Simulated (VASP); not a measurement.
# GaTe3S (Pm-3m) in VASP: single point with PBE

Aim: the single point of GaTe3S with PBE.

All numbers are computed with VASP 6.6.1; they aren't measurements. Logs are shortened: lines on timing, memory, paths and dates and some standing lists are left out, and cuts for length are marked.

## 1. The cell of the first run

Symmetry: Pm-3m, No. 221, cubic system. The conventional cell has a = 4.906 Å, b = 4.906 Å, c = 4.906 Å, α = 90.00°, β = 90.00°, γ = 90.00°. Within 3.2 Å of Ga (site symmetry m-3m) lie 6 Te at 2.45 Å. Te (site symmetry 4/mmm) has 2 Ga at 2.45 Å within 3.2 Å. Within 4.6 Å of S (site symmetry m-3m) lie 12 Te at 3.47 Å and 8 Ga at 4.25 Å.

## 2. Single point, PBE

INCAR

```
  PREC = Accurate
  ENCUT = 520
  EDIFF = 1E-7
  ISMEAR = 0
  SIGMA = 0.1
  LREAL = False
  LASPH = True
  NELM = 80
  ALGO = Normal
  ISIF = 2
  LWAVE = False
  LCHARG = False
  GGA = PE
  NBANDS = 26
```

KPOINTS

```
Automatic mesh
0
Gamma
  4 4 4
```

POSCAR

```
GaTe3S
1.0
    4.9059350900      0.0000000000      0.0000000000
    0.0000000000      4.9059350900      0.0000000000
    0.0000000000      0.0000000000      4.9059350900
Ga Te S
1 3 1
Direct
    0.5000000000      0.5000000000      0.5000000000
    0.5000000000      0.5000000000      0.0000000000
    0.0000000000      0.5000000000      0.5000000000
    0.5000000000      0.0000000000      0.5000000000
    0.0000000000      0.0000000000      0.0000000000
```

Potentials or basis: VASP PAW PBE potentials, release 64 (Ga_d, Te, S).

On the command line:

```bash
cat potpaw_PBE.64/Ga_d/POTCAR potpaw_PBE.64/Te/POTCAR potpaw_PBE.64/S/POTCAR > POTCAR
mpirun -np 1 vasp_std > vasp.out
```

OUTCAR:

```text
PREC = Accurate
   ENCUT = 520
   EDIFF = 1E-7
   ISMEAR = 0
   LREAL = False
   LASPH = True
   NELM = 80
   ISIF = 2
   GGA = PE

 ion  position               nearest neighbor table
   1  0.500  0.500  0.500-   2 2.45   3 2.45   4 2.45   2 2.45   4 2.45   3 2.45
   2  0.500  0.500  0.000-   1 2.45   1 2.45   4 3.47   3 3.47   3 3.47   4 3.47   4 3.47   4 3.47
                             3 3.47   3 3.47
   3  0.000  0.500  0.500-   1 2.45   1 2.45   4 3.47   2 3.47   4 3.47   2 3.47   2 3.47   4 3.47
                             2 3.47   4 3.47
   4  0.500  0.000  0.500-   1 2.45   1 2.45   3 3.47   2 3.47   2 3.47   2 3.47   3 3.47   2 3.47
                             3 3.47   3 3.47
   5  0.000  0.000  0.000-

  LATTYP: Found a simple cubic cell.
 ALAT       =     4.9059350900

  Lattice vectors:

 A1 = (   4.9059350900,   0.0000000000,   0.0000000000)
 A2 = (   0.0000000000,   4.9059350900,   0.0000000000)
 A3 = (   0.0000000000,   0.0000000000,   4.9059350900)

Analysis of symmetry for initial positions (statically):
=====================================================================
 Subroutine PRICEL returns:
 Original cell was already a primitive cell.

 Routine SETGRP: Setting up the symmetry group for a
 simple cubic supercell.

 Subroutine GETGRP returns: Found 48 space group operations
 (whereof 48 operations were pure point group operations)
 out of a pool of 48 trial point group operations.

The static configuration has the point symmetry O_h .

Analysis of symmetry for dynamics (positions and initial velocities):
=====================================================================
 Subroutine PRICEL returns:
 Original cell was already a primitive cell.

 Routine SETGRP: Setting up the symmetry group for a
 simple cubic supercell.

 Subroutine GETGRP returns: Found 48 space group operations
 (whereof 48 operations were pure point group operations)
 out of a pool of 48 trial point group operations.

The dynamic configuration has the point symmetry O_h .

 Subroutine INISYM returns: Found 48 space group operations
 (whereof 48 operations are pure point group operations),
 and found     1 'primitive' translations

----------------------------------------------------------------------------------------

                                     Primitive cell

  volume of cell :     118.0770

  direct lattice vectors                    reciprocal lattice vectors
     4.905935090  0.000000000  0.000000000     0.203834739  0.000000000  0.000000000
     0.000000000  4.905935090  0.000000000     0.000000000  0.203834739  0.000000000
     0.000000000  0.000000000  4.905935090     0.000000000  0.000000000  0.203834739

  length of vectors
     4.905935090  4.905935090  4.905935090     0.203834739  0.203834739  0.203834739

  position of ions in fractional coordinates (direct lattice)
     0.500000000  0.500000000  0.500000000
     0.500000000  0.500000000  0.000000000
     0.000000000  0.500000000  0.500000000
     0.500000000  0.000000000  0.500000000
     0.000000000  0.000000000  0.000000000

  ion indices of the primitive-cell ions
   primitive index   ion index
                 1           1
                 2           2
                 3           3
                 4           4
                 5           5

----------------------------------------------------------------------------------------

 KPOINTS: Automatic mesh

Automatic generation of k-mesh.
 Grid dimensions read from file:
 generate k-points for:    4    4    4

 Generating k-lattice:

  Cartesian coordinates                     Fractional coordinates (reciprocal lattice)
     0.050958685  0.000000000  0.000000000     0.250000000  0.000000000  0.000000000
     0.000000000  0.050958685  0.000000000     0.000000000  0.250000000  0.000000000
     0.000000000  0.000000000  0.050958685     0.000000000  0.000000000  0.250000000

  Length of vectors
     0.050958685  0.050958685  0.050958685

  Shift w.r.t. Gamma in fractional coordinates (k-lattice)
     0.000000000  0.000000000  0.000000000

 Subroutine IBZKPT returns following result:
 ===========================================

 Found     10 irreducible k-points:

 Following reciprocal coordinates:
            Coordinates               Weight
  0.000000  0.000000  0.000000      1.000000
  0.250000  0.000000  0.000000      6.000000
  0.500000  0.000000  0.000000      3.000000
  0.250000  0.250000  0.000000     12.000000
  0.500000  0.250000  0.000000     12.000000
  0.500000  0.500000  0.000000      3.000000
  0.250000  0.250000  0.250000      8.000000
  0.500000  0.250000  0.250000     12.000000
  0.500000  0.500000  0.250000      6.000000
  0.500000  0.500000  0.500000      1.000000
   k-points           NKPTS =     10   k-points in BZ     NKDIM =     10   number of bands    NBANDS=     26
   number of dos      NEDOS =    301   number of ions     NIONS =      5
   total plane-waves  NPLWV =  46656
   dimension x,y,z NGX =    36 NGY =   36 NGZ =   36
   dimension x,y,z NGXF=    72 NGYF=   72 NGZF=   72
   ions per type =               1   3   1
   NGX,Y,Z   is equivalent  to a cutoff of  12.20, 12.20, 12.20 a.u.
   NGXF,Y,Z  is equivalent  to a cutoff of  24.40, 24.40, 24.40 a.u.
 SYSTEM =  unknown system
   PREC   = accura    normal or accurate (medium, high low for compatibility)
   ISTART =      0    job   : 0-new  1-cont  2-samecut
   ICHARG =      2    charge: 1-file 2-atom 10-const
   ISPIN  =      1    spin polarized calculation?
   LNONCOLLINEAR =      F non collinear calculations
   LSORBIT =      F    spin-orbit coupling
   LASPH  =      T    aspherical Exc in radial PAW
   ENCUT  =  520.0 eV  38.22 Ry    6.18 a.u.   9.12  9.12  9.12*2*pi/ulx,y,z
   NELM   =     80;   NELMIN=  2; NELMDL= -5     # of ELM steps
   EDIFF  = 0.1E-06   stopping-criterion for ELM
   LREAL  =      F    real-space projection
   EDIFFG = 0.1E-05   stopping-criterion for IOM
   NSW    =      0    number of steps for IOM
   IBRION =     -1    ionic relax: 0-MD 1-quasi-New 2-CG
   NFREE  =      0    steps in history (QN), initial steepest desc. (CG)
   ISIF   =      2    stress and relaxation
   ISYM   =      2    0-nonsym 1-usesym 2-fastsym
   POTIM  = 0.5000    time-step for ionic-motion
   TEBEG  =    0.0;   TEEND  =   0.0 temperature during run
   PSTRESS=    0.0 pullay stress
   NELECT =      37.0000    total number of electrons
   NUPDOWN=      -1.0000    fix difference up-down
   EMIN   =  10.00;   EMAX   =-10.00  energy-range for DOS
   EFERMI =   0.00;   METHOD = LEGACY
   ISMEAR =     0;   SIGMA  =   0.10  broadening in eV -4-tet -1-fermi 0-gaus
   EFERMI_NEDOS =   21; number of points for ismear=-14 and -15
   IALGO  =     38    algorithm
   IMIX   =      4    mixing-type and parameters
     AMIX     =   0.40;   BMIX     =  1.00
     AMIX_MAG =   1.60;   BMIX_MAG =  1.00
  volume/ion in A,a.u.               =      23.62       159.36
  Fermi-wavevector in a.u.,A,eV,Ry     =   1.111954  2.101289 16.822820  1.236442
  Thomas-Fermi vector in A             =   2.248523
   LORBIT       =      0    0 simple, 1 ext, 2 COOP (PROOUT), +10 PAW based schemes
   GGA     = PE    functional components
   LHFCALC =     F    Hartree Fock is set to
   AEXX    =    0.0000 exact exchange contribution
   IVDW    =     0    specifies the selected vdW correction
   LEPSILON=     F    determine dielectric tensor
   LRPA    =     F    only Hartree local field effects (RPA)
 non-spin polarized calculation
 Gauss-broadening in eV      SIGMA  =   0.10
  energy-cutoff  :      520.00
  volume of cell :      118.08
 maximum number of plane-waves:      3197
   NGX = 19   NGY = 19   NGZ = 19

 number of electron      37.0000022 magnetization

 Free energy of the ion-electron system (eV)
  ---------------------------------------------------
  ext. energy  EPLUGINS =         0.00000000
  ---------------------------------------------------
  free energy    TOTEN  =       -11.26095254 eV

  energy without entropy =      -11.23657950  energy(sigma->0) =      -11.24876602

 E-fermi :   7.3769     XC(G=0): -10.2634

 val. band max:        7.3673323549   @ k =   0.5000   0.5000   0.2500
 cond. band min:       7.4066363314   @ k =   0.5000   0.5000   0.5000
 fundamental gap:      0.0393039765
 Fermi energy:         7.3769264820

 k-point     1 :       0.0000    0.0000    0.0000
  band No.  band energies     occupation
      1      -8.9052      2.00000
      2      -8.9052      2.00000
      3      -8.6140      2.00000
      4      -8.6140      2.00000
      5      -8.6140      2.00000
      6      -7.4565      2.00000
[... 18 lines left out ...]
     25      11.4082      0.00000
     26      11.9719      0.00000

 k-point     2 :       0.2500    0.0000    0.0000
  band No.  band energies     occupation
      1      -8.9047      2.00000
      2      -8.8842      2.00000
      3      -8.6191      2.00000
      4      -8.6191      2.00000
      5      -8.6140      2.00000
      6      -7.1467      2.00000
[... 18 lines left out ...]
     25      13.1101      0.00000
     26      13.1101      0.00000

 k-point     3 :       0.5000    0.0000    0.0000
  band No.  band energies     occupation
      1      -8.9042      2.00000
      2      -8.8657      2.00000
      3      -8.6242      2.00000
      4      -8.6242      2.00000
      5      -8.6141      2.00000
      6      -6.5745      2.00000
[... 18 lines left out ...]
     25      13.8182      0.00000
     26      14.3336      0.00000

 k-point     4 :       0.2500    0.2500    0.0000
  band No.  band energies     occupation
      1      -8.8953      2.00000
      2      -8.8681      2.00000
      3      -8.6246      2.00000
      4      -8.6192      2.00000
      5      -8.6191      2.00000
      6      -6.8403      2.00000
[... 18 lines left out ...]
     25      13.4866      0.00000
     26      13.7490      0.00000

 k-point     5 :       0.5000    0.2500    0.0000
  band No.  band energies     occupation
      1      -8.8929      2.00000
      2      -8.8473      2.00000
      3      -8.6300      2.00000
      4      -8.6242      2.00000
      5      -8.6191      2.00000
      6      -6.2599      2.00000
[... 18 lines left out ...]
     25      14.4737      0.00000
     26      14.6811      0.00000

 k-point     6 :       0.5000    0.5000    0.0000
  band No.  band energies     occupation
      1      -8.8884      2.00000
      2      -8.8237      2.00000
      3      -8.6358      2.00000
      4      -8.6242      2.00000
      5      -8.6242      2.00000
      6      -5.5882      2.00000
[... 18 lines left out ...]
     25      14.4916      0.00000
     26      15.9377      0.00000

 k-point     7 :       0.2500    0.2500    0.2500
  band No.  band energies     occupation
      1      -8.8678      2.00000
      2      -8.8678      2.00000
      3      -8.6248      2.00000
      4      -8.6244      2.00000
      5      -8.6244      2.00000
      6      -6.5375      2.00000
[... 18 lines left out ...]
     25      14.0552      0.00000
     26      14.4721      0.00000

 k-point     8 :       0.5000    0.2500    0.2500
  band No.  band energies     occupation
      1      -8.8674      2.00000
      2      -8.8419      2.00000
      3      -8.6301      2.00000
      4      -8.6298      2.00000
      5      -8.6245      2.00000
      6      -5.9501      2.00000
[... 18 lines left out ...]
     25      14.4209      0.00000
     26      14.4434      0.00000

 k-point     9 :       0.5000    0.5000    0.2500
  band No.  band energies     occupation
      1      -8.8558      2.00000
      2      -8.8237      2.00000
      3      -8.6356      2.00000
      4      -8.6298      2.00000
      5      -8.6298      2.00000
      6      -5.2638      2.00000
[... 18 lines left out ...]
     25      13.9346      0.00000
     26      14.8451      0.00000

 k-point    10 :       0.5000    0.5000    0.5000
  band No.  band energies     occupation
      1      -8.8237      2.00000
      2      -8.8237      2.00000
      3      -8.6353      2.00000
      4      -8.6353      2.00000
      5      -8.6353      2.00000
      6      -4.5798      2.00000
[... 18 lines left out ...]
     25      12.9002      0.00000
     26      13.3469      0.00000

------------------------ aborting loop because EDIFF is reached ----------------------------------------

  FORCE on cell =-STRESS in cart. coord.  units (eV):
  Direction    XX          YY          ZZ          XY          YZ          ZX
  --------------------------------------------------------------------------------------
  -------------------------------------------------------------------------------------
  Total       12.7297643     12.7297643     12.7297643      0.0000000      0.0000000     -0.0000000
  in kB      172.7291164    172.7291164    172.7291164      0.0000000      0.0000000     -0.0000000
  external PRESSURE =     172.7291164 kB  Pullay stress =       0.0000000 kB

 VOLUME and BASIS-vectors are now :
 -----------------------------------------------------------------------------
  energy-cutoff  :      520.00
  volume of cell :      118.08
      direct lattice vectors                 reciprocal lattice vectors
     4.905935090  0.000000000  0.000000000     0.203834739  0.000000000  0.000000000
     0.000000000  4.905935090  0.000000000     0.000000000  0.203834739  0.000000000
     0.000000000  0.000000000  4.905935090     0.000000000  0.000000000  0.203834739

 POSITION                                       TOTAL-FORCE (eV/Angst)
 -----------------------------------------------------------------------------------
      2.45297      2.45297      2.45297         0.000000      0.000000      0.000000
      2.45297      2.45297      0.00000         0.000000      0.000000      0.000000
      0.00000      2.45297      2.45297         0.000000      0.000000      0.000000
      2.45297      0.00000      2.45297         0.000000      0.000000      0.000000
      0.00000      0.00000      0.00000         0.000000      0.000000      0.000000
 -----------------------------------------------------------------------------------
    total drift:                                0.000000      0.000000      0.000000

  FREE ENERGIE OF THE ION-ELECTRON SYSTEM (eV)
  ---------------------------------------------------
  free  energy   TOTEN  =       -11.2609525406 eV

  energy  without entropy=      -11.2365794970  energy(sigma->0) =      -11.24876602
```

Run time: 16 s. Hardware: 1 thread of Intel Xeon 6975P-C (Granite Rapids), shared host; peak memory 0.21 GiB.

Results:

```
Free energy : -11.2610 eV
Pressure    : 17.3 GPa
```

Caveat: spin-orbit coupling is left out, which moves the levels of the heavy elements.
